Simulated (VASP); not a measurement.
# Bi (R-3m) in VASP: a series of runs

The runs below take Bi through single point, relaxation of cell and atoms, with PBE.

Everything below comes from runs of VASP 6.6.1. Logs are shortened: lines on timing, memory, paths and dates and some standing lists are left out, and cuts for length are marked.

### 1 The cell of the first run

It takes space group R-3m (No. 166, trigonal). Conventional cell: a = 4.579 Å, b = 4.579 Å, c = 12.217 Å, α = 90.00°, β = 90.00°, γ = 120.00°. Bi (site symmetry 3m) has 6 Bi at 3.10 to 3.61 Å within 4.1 Å.

### 2 Single point, PBE

The input, INCAR:

```
SYSTEM = Bi
PREC = Accurate
ENCUT = 520
EDIFF = 1E-7
ISMEAR = 0
SIGMA = 0.05
LREAL = .FALSE.
LASPH = .TRUE.
NELM = 100
ALGO = Normal
ISIF = 2
LWAVE = .FALSE.
LCHARG = .FALSE.
GGA = PE
NBANDS = 22
```

The input, KPOINTS:

```
regular mesh
0
G
  6 6 6
  0 0 0
```

The input, POSCAR:

```
Bi
1.0
    2.2896669578      1.3219398345      4.0723852052
   -2.2896669578      1.3219398345      4.0723852052
    0.0000000000     -2.6438796689      4.0723852052
Bi
2
Direct
    0.2326133917      0.2326133917      0.2326133917
    0.7673866083      0.7673866083      0.7673866083
```

Potentials or basis: VASP PAW PBE potentials, release 64 (Bi_d).

Launch:

```console
> cat potpaw_PBE.64/Bi_d/POTCAR > POTCAR
> mpirun -np 1 vasp_std > vasp.out
```

OUTCAR:

```text
SYSTEM = Bi
   PREC = Accurate
   ENCUT = 520
   EDIFF = 1E-7
   ISMEAR = 0
   LREAL = .FALSE.
   LASPH = .TRUE.
   NELM = 100
   ISIF = 2
   GGA = PE

 ion  position               nearest neighbor table
   1  0.233  0.233  0.233-   2 3.10   2 3.10   2 3.10   2 3.61   2 3.61   2 3.61
   2  0.767  0.767  0.767-   1 3.10   1 3.10   1 3.10   1 3.61   1 3.61   1 3.61

  LATTYP: Found a trigonal (rhomboedric) cell.
 ALAT       =     4.8553497261
 COS(alpha) =     0.5552319367

  Lattice vectors:

 A1 = (   2.2896669578,   1.3219398345,   4.0723852052)
 A2 = (  -2.2896669578,   1.3219398345,   4.0723852052)
 A3 = (   0.0000000000,  -2.6438796689,   4.0723852052)

Analysis of symmetry for initial positions (statically):
=====================================================================
 Subroutine PRICEL returns:
 Original cell was already a primitive cell.

 Routine SETGRP: Setting up the symmetry group for a
 trigonal (rhombohedral) supercell.

 Subroutine GETGRP returns: Found 12 space group operations
 (whereof 12 operations were pure point group operations)
 out of a pool of 12 trial point group operations.

The static configuration has the point symmetry D_3d.

Analysis of symmetry for dynamics (positions and initial velocities):
=====================================================================
 Subroutine PRICEL returns:
 Original cell was already a primitive cell.

 Routine SETGRP: Setting up the symmetry group for a
 trigonal (rhombohedral) supercell.

 Subroutine GETGRP returns: Found 12 space group operations
 (whereof 12 operations were pure point group operations)
 out of a pool of 12 trial point group operations.

The dynamic configuration has the point symmetry D_3d.

 Subroutine INISYM returns: Found 12 space group operations
 (whereof 12 operations are pure point group operations),
 and found     1 'primitive' translations

----------------------------------------------------------------------------------------

                                     Primitive cell

  volume of cell :      73.9578

  direct lattice vectors                    reciprocal lattice vectors
     2.289666958  1.321939834  4.072385205     0.218372370  0.126077347  0.081852113
    -2.289666958  1.321939834  4.072385205    -0.218372370  0.126077347  0.081852113
     0.000000000 -2.643879669  4.072385205     0.000000000 -0.252154693  0.081852113

  length of vectors
     4.855349726  4.855349726  4.855349726     0.265107068  0.265107068  0.265107068

  position of ions in fractional coordinates (direct lattice)
     0.232613392  0.232613392  0.232613392
     0.767386608  0.767386608  0.767386608

  ion indices of the primitive-cell ions
   primitive index   ion index
                 1           1
                 2           2

----------------------------------------------------------------------------------------

 KPOINTS: regular mesh

Automatic generation of k-mesh.
 Grid dimensions read from file:
 generate k-points for:    6    6    6

 Generating k-lattice:

  Cartesian coordinates                     Fractional coordinates (reciprocal lattice)
     0.036395395  0.021012891  0.013642019     0.166666667  0.000000000  0.000000000
    -0.036395395  0.021012891  0.013642019     0.000000000  0.166666667  0.000000000
     0.000000000 -0.042025782  0.013642019    -0.000000000 -0.000000000  0.166666667

  Length of vectors
     0.044184511  0.044184511  0.044184511

  Shift w.r.t. Gamma in fractional coordinates (k-lattice)
     0.000000000  0.000000000  0.000000000

 Subroutine IBZKPT returns following result:
 ===========================================

 Found     32 irreducible k-points:

 Following reciprocal coordinates:
            Coordinates               Weight
  0.000000  0.000000  0.000000      1.000000
  0.166667 -0.000000  0.000000      6.000000
  0.333333  0.000000  0.000000      6.000000
  0.500000 -0.000000 -0.000000      3.000000
  0.166667  0.166667  0.000000      6.000000
  0.333333  0.166667  0.000000     12.000000
[... 16 lines left out ...]
  0.500000  0.500000  0.166667      6.000000
 -0.333333  0.500000  0.166667     12.000000
 [... further k-points ...]
   k-points           NKPTS =     32   k-points in BZ     NKDIM =     32   number of bands    NBANDS=     22
   number of dos      NEDOS =    301   number of ions     NIONS =      2
   total plane-waves  NPLWV =  46656
   dimension x,y,z NGX =    36 NGY =   36 NGZ =   36
   dimension x,y,z NGXF=    72 NGYF=   72 NGZF=   72
   ions per type =               2
   NGX,Y,Z   is equivalent  to a cutoff of  12.33, 12.33, 12.33 a.u.
   NGXF,Y,Z  is equivalent  to a cutoff of  24.65, 24.65, 24.65 a.u.
 SYSTEM =  Bi
   PREC   = accura    normal or accurate (medium, high low for compatibility)
   ISTART =      0    job   : 0-new  1-cont  2-samecut
   ICHARG =      2    charge: 1-file 2-atom 10-const
   ISPIN  =      1    spin polarized calculation?
   LNONCOLLINEAR =      F non collinear calculations
   LSORBIT =      F    spin-orbit coupling
   LASPH  =      T    aspherical Exc in radial PAW
   ENCUT  =  520.0 eV  38.22 Ry    6.18 a.u.   9.03  9.03  9.03*2*pi/ulx,y,z
   NELM   =    100;   NELMIN=  2; NELMDL= -5     # of ELM steps
   EDIFF  = 0.1E-06   stopping-criterion for ELM
   LREAL  =      F    real-space projection
   EDIFFG = 0.1E-05   stopping-criterion for IOM
   NSW    =      0    number of steps for IOM
   IBRION =     -1    ionic relax: 0-MD 1-quasi-New 2-CG
   NFREE  =      0    steps in history (QN), initial steepest desc. (CG)
   ISIF   =      2    stress and relaxation
   ISYM   =      2    0-nonsym 1-usesym 2-fastsym
   POTIM  = 0.5000    time-step for ionic-motion
   TEBEG  =    0.0;   TEEND  =   0.0 temperature during run
   PSTRESS=    0.0 pullay stress
   NELECT =      30.0000    total number of electrons
   NUPDOWN=      -1.0000    fix difference up-down
   EMIN   =  10.00;   EMAX   =-10.00  energy-range for DOS
   EFERMI =   0.00;   METHOD = LEGACY
   ISMEAR =     0;   SIGMA  =   0.05  broadening in eV -4-tet -1-fermi 0-gaus
   EFERMI_NEDOS =   21; number of points for ismear=-14 and -15
   IALGO  =     38    algorithm
   IMIX   =      4    mixing-type and parameters
     AMIX     =   0.40;   BMIX     =  1.00
     AMIX_MAG =   1.60;   BMIX_MAG =  1.00
  volume/ion in A,a.u.               =      36.98       249.55
  Fermi-wavevector in a.u.,A,eV,Ry     =   1.211864  2.290091 19.981711  1.468614
  Thomas-Fermi vector in A             =   2.347366
   LORBIT       =      0    0 simple, 1 ext, 2 COOP (PROOUT), +10 PAW based schemes
   GGA     = PE    functional components
   LHFCALC =     F    Hartree Fock is set to
   AEXX    =    0.0000 exact exchange contribution
   IVDW    =     0    specifies the selected vdW correction
   LEPSILON=     F    determine dielectric tensor
   LRPA    =     F    only Hartree local field effects (RPA)
 non-spin polarized calculation
 Gauss-broadening in eV      SIGMA  =   0.05
  energy-cutoff  :      520.00
  volume of cell :       73.96
 maximum number of plane-waves:      2016
   NGX = 19   NGY = 19   NGZ = 19

 number of electron      30.0000002 magnetization

 Free energy of the ion-electron system (eV)
  ---------------------------------------------------
  ext. energy  EPLUGINS =         0.00000000
  ---------------------------------------------------
  free energy    TOTEN  =        -7.79772640 eV

  energy without entropy =       -7.79659890  energy(sigma->0) =       -7.79716265

 E-fermi :   5.6672     XC(G=0):  -9.2952

 val. band max:        5.6577998176   @ k =  -0.3333   0.5000   0.3333
 cond. band min:       6.2522316597   @ k =   0.3333   0.0000   0.0000
 fundamental gap:      0.5944318421
 Fermi energy:         5.6672468481

 k-point     1 :       0.0000    0.0000    0.0000
  band No.  band energies     occupation
      1     -17.0716      2.00000
      2     -17.0716      2.00000
      3     -16.9378      2.00000
      4     -16.9378      2.00000
      5     -16.9229      2.00000
      6     -16.7766      2.00000
[... 14 lines left out ...]
     21      11.6813      0.00000
     22      11.6813      0.00000

 k-point     2 :       0.1667   -0.0000    0.0000
  band No.  band energies     occupation
      1     -17.0561      2.00000
      2     -17.0494      2.00000
      3     -16.9314      2.00000
      4     -16.9243      2.00000
      5     -16.9111      2.00000
      6     -16.7880      2.00000
[... 14 lines left out ...]
     21      11.9947      0.00000
     22      13.4562      0.00000

 k-point     3 :       0.3333    0.0000    0.0000
  band No.  band energies     occupation
      1     -17.0195      2.00000
      2     -16.9893      2.00000
      3     -16.9196      2.00000
      4     -16.8897      2.00000
      5     -16.8771      2.00000
      6     -16.8252      2.00000
[... 14 lines left out ...]
     21      13.3475      0.00000
     22      15.7125      0.00000

 k-point     4 :       0.5000   -0.0000   -0.0000
  band No.  band energies     occupation
      1     -16.9965      2.00000
      2     -16.9283      2.00000
      3     -16.9117      2.00000
      4     -16.8864      2.00000
      5     -16.8537      2.00000
      6     -16.8414      2.00000
[... 14 lines left out ...]
     21      14.8079      0.00000
     22      15.0155      0.00000

 k-point     5 :       0.1667    0.1667    0.0000
  band No.  band energies     occupation
      1     -17.0688      2.00000
      2     -17.0298      2.00000
      3     -16.9374      2.00000
      4     -16.9187      2.00000
      5     -16.9068      2.00000
      6     -16.7915      2.00000
[... 14 lines left out ...]
     21      12.5621      0.00000
     22      12.6345      0.00000

 k-point     6 :       0.3333    0.1667    0.0000
  band No.  band energies     occupation
      1     -17.0491      2.00000
      2     -16.9840      2.00000
      3     -16.9256      2.00000
      4     -16.9053      2.00000
      5     -16.8779      2.00000
      6     -16.8200      2.00000
[... 14 lines left out ...]
     21      13.7685      0.00000
     22      14.4318      0.00000

 k-point     7 :       0.5000    0.1667    0.0000
  band No.  band energies     occupation
      1     -17.0168      2.00000
      2     -16.9359      2.00000
      3     -16.9042      2.00000
      4     -16.8878      2.00000
      5     -16.8616      2.00000
      6     -16.8392      2.00000
[... 324 lines left out ...]
      6     -16.8186      2.00000
[... 14 lines left out ...]
     21      14.0623      0.00000
     22      14.7628      0.00000

 k-point    21 :      -0.3333    0.3333    0.1667
  band No.  band energies     occupation
      1     -17.0227      2.00000
      2     -16.9507      2.00000
      3     -16.9116      2.00000
      4     -16.8873      2.00000
      5     -16.8522      2.00000
      6     -16.8396      2.00000
[... 14 lines left out ...]
     21      15.4127      0.00000
     22      15.7304      0.00000

 k-point    22 :      -0.1667    0.3333    0.1667
  band No.  band energies     occupation
      1     -17.0403      2.00000
      2     -16.9306      2.00000
      3     -16.9173      2.00000
      4     -16.8849      2.00000
      5     -16.8625      2.00000
      6     -16.8390      2.00000
[... 14 lines left out ...]
     21      14.2208      0.00000
     22      14.9225      0.00000

 k-point    23 :       0.5000    0.5000    0.1667
  band No.  band energies     occupation
      1     -17.0477      2.00000
      2     -16.9613      2.00000
      3     -16.9365      2.00000
      4     -16.8774      2.00000
      5     -16.8693      2.00000
      6     -16.8210      2.00000
[... 14 lines left out ...]
     21      15.0557      0.00000
     22      15.5481      0.00000

 k-point    24 :      -0.3333    0.5000    0.1667
  band No.  band energies     occupation
      1     -17.0387      2.00000
      2     -16.9508      2.00000
      3     -16.9238      2.00000
      4     -16.8818      2.00000
      5     -16.8493      2.00000
      6     -16.8386      2.00000
[... 14 lines left out ...]
     21      15.3572      0.00000
     22      15.9619      0.00000

 [... further k-points ...]
[... 5 lines left out ...]
  --------------------------------------------------------------------------------------
  -------------------------------------------------------------------------------------
  Total        0.0113974      0.0113974     -0.0074112      0.0000000     -0.0000000      0.0000000
  in kB        0.2469068      0.2469068     -0.1605523      0.0000000     -0.0000000      0.0000000
  external PRESSURE =       0.1110871 kB  Pullay stress =       0.0000000 kB

 VOLUME and BASIS-vectors are now :
 -----------------------------------------------------------------------------
  energy-cutoff  :      520.00
  volume of cell :       73.96
      direct lattice vectors                 reciprocal lattice vectors
     2.289666958  1.321939834  4.072385205     0.218372370  0.126077347  0.081852113
    -2.289666958  1.321939834  4.072385205    -0.218372370  0.126077347  0.081852113
     0.000000000 -2.643879669  4.072385205     0.000000000 -0.252154693  0.081852113

 POSITION                                       TOTAL-FORCE (eV/Angst)
 -----------------------------------------------------------------------------------
      0.00000      0.00000      2.84187         0.000000      0.000000      0.014112
      0.00000      0.00000      9.37528         0.000000     -0.000000     -0.014112
 -----------------------------------------------------------------------------------
    total drift:                                0.000000     -0.000000     -0.000000

  FREE ENERGIE OF THE ION-ELECTRON SYSTEM (eV)
  ---------------------------------------------------
  free  energy   TOTEN  =        -7.7977263963 eV

  energy  without entropy=       -7.7965989025  energy(sigma->0) =       -7.79716265
```

Wall time 57 s (1 thread of AMD EPYC 7R13 (Zen 3), shared host); peak memory 0.18 GiB.

What came out:

```yaml
Free_energy: -7.7977 eV
Pressure: 0.0 GPa
Largest_force: 0.014 eV/Å
Band_gap_on_the_k_mesh: zero (band 15 reaches 5.66 eV, above the bottom of band 16 at 5.58 eV)
```

Forces in eV/Å, atoms in the order of the input:
```
Bi   0.000  0.000  0.014
Bi   0.000  0.000 -0.014
```

Levels at points of the mesh, in eV from the Fermi level:
```tsv
k point	band 11	band 12	band 13	band 14	band 15	band 16	band 17	band 18	band 19	band 20
(0.00, 0.00, 0.00)	-12.70	-7.52	-1.35	-0.97	-0.97	2.45	2.96	2.96	5.79	5.98
(0.50, 0.00, 0.00)	-10.91	-10.23	-1.32	-1.07	-0.19	-0.08	0.70	1.28	7.37	8.29
(0.50, 0.50, 0.00)	-11.01	-9.35	-4.28	-2.74	-2.56	2.50	4.79	5.43	6.44	9.06
(0.50, 0.50, 0.50)	-11.66	-9.61	-0.79	-0.44	-0.44	0.93	0.96	0.96	6.87	9.08
```

Caveat: spin-orbit coupling is left out, which moves the levels of the heavy elements.

(Continued in part 2 of 2.)
